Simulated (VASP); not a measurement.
A run of VASP 6.6.1 is set up as follows.

Contents of INCAR:

```
PREC     = Accurate       # precision mode
ENCUT    = 520            # plane-wave cutoff, eV
EDIFF    = 1E-6           # SCF threshold, eV
ISMEAR   = -1             # smearing method
SIGMA    = 0.05           # smearing width, eV
LREAL    = F              # projectors in reciprocal space
LASPH    = T              # aspherical terms in the spheres
NELM     = 150            # most SCF steps
ALGO     = Normal         # electronic algorithm
ISIF     = 2              # what is computed and relaxed
LWAVE    = F              # write WAVECAR
LCHARG   = F              # write CHGCAR
ISPIN    = 2              # spin polarisation
MAGMOM   = 0.5 0.5 0.5 0.5 # initial moments
LORBIT   = 11             # projections on sites
LMAXMIX  = 4              # l up to which the mixer works
NBANDS   = 32             # bands
```

Contents of KPOINTS:

```
regular mesh
0
Gamma
  15 15 4
```

File POSCAR:

```
Pd
1.0
    2.6313653176      0.0000000000      0.0000000000
   -1.3156826588      2.2788292117      0.0000000000
    0.0000000000      0.0000000000      8.7010340148
Pd
4
Direct
    0.0000000000      0.0000000000      0.0000000000
    1.0000000000      0.0000000000      0.5000000000
    0.3333333333      0.6666666667      0.2500000000
    0.6666666667      0.3333333333      0.7500000000
```

Potentials or basis: VASP PAW LDA potentials, release 64 (Pd).

The run is started by

```bash
$ cat potpaw_LDA.64/Pd/POTCAR > POTCAR
$ mpirun -np 1 vasp_std > vasp.out
```

Task: Predict the pressure.

Result: 23.9 GPa.

Task: What does it give for the band gap on the k mesh?

Result: Zero (filled and empty bands overlap).

Task: What does it give for the net moment?

Result: 0.00 μB per cell.

Stress tensor (GPa, compression positive):
```
24.08  0.00  0.00
 0.00 24.08  0.00
 0.00  0.00 23.43
```

Caveat: the cell stands under pressure.
